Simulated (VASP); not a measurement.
Set up this calculation in VASP 6.6.1, as the native input.

```
Task                   : single point
Functional             : PBE
Potentials or basis    : VASP PAW PBE potentials, release 64 (Rb_sv, As, Pd)
Cutoff                 : 520 eV
k mesh                 : 4 × 4 × 4
Occupations            : gaussian, width 0.1 eV
Spin                   : no spin polarisation
Dipole correction      : no
Further INCAR settings : ALGO = Fast; EDIFF = 1e-06; NBANDS = 30
```

The structure of RbAsPd3 lies in POSCAR:

```
RbAsPd3
1.0
    4.5590564600      0.0000000000      0.0000000000
    0.0000000000      4.5590564600      0.0000000000
    0.0000000000      0.0000000000      4.5590564600
Rb As Pd
1 1 3
Direct
    0.0000000000      0.0000000000      0.0000000000
    0.5000000000      0.5000000000      0.5000000000
    0.0000000000      0.5000000000      0.5000000000
    0.5000000000      0.0000000000      0.5000000000
    0.5000000000      0.5000000000      0.0000000000
```

The cell was built from a structure type or drawn by symmetry, and may not be a known phase.

One way to write it, as run:

INCAR

```
SYSTEM = RbAsPd3
PREC = Accurate
ENCUT = 520
EDIFF = 1E-6
ISMEAR = 0
SIGMA = 0.1
LREAL = .False.
LASPH = .True.
NELM = 100
ALGO = Fast
ISIF = 2
LWAVE = .False.
LCHARG = .True.
GGA = PE
LELF = .True.
LVHAR = .True.
NBANDS = 30
```

KPOINTS

```
regular mesh
0
Gamma
  4 4 4
  0 0 0
```

Potentials or basis: VASP PAW PBE potentials, release 64 (Rb_sv, As, Pd).

Launch:

```console
$ cat potpaw_PBE.64/Rb_sv/POTCAR potpaw_PBE.64/As/POTCAR potpaw_PBE.64/Pd/POTCAR > POTCAR
$ mpirun -np 1 vasp_std > vasp.out
```

It gave:

- Pressure: 21.3 GPa
- Band gap on the k mesh: zero (bands 22 and 23 overlap by 1.81 eV)

Caveat: the cell stands under pressure.

It took 21 s on 1 thread of Intel(R) Xeon(R) 6975P-C (Granite Rapids) (shared host), peak memory 0.21 GiB.
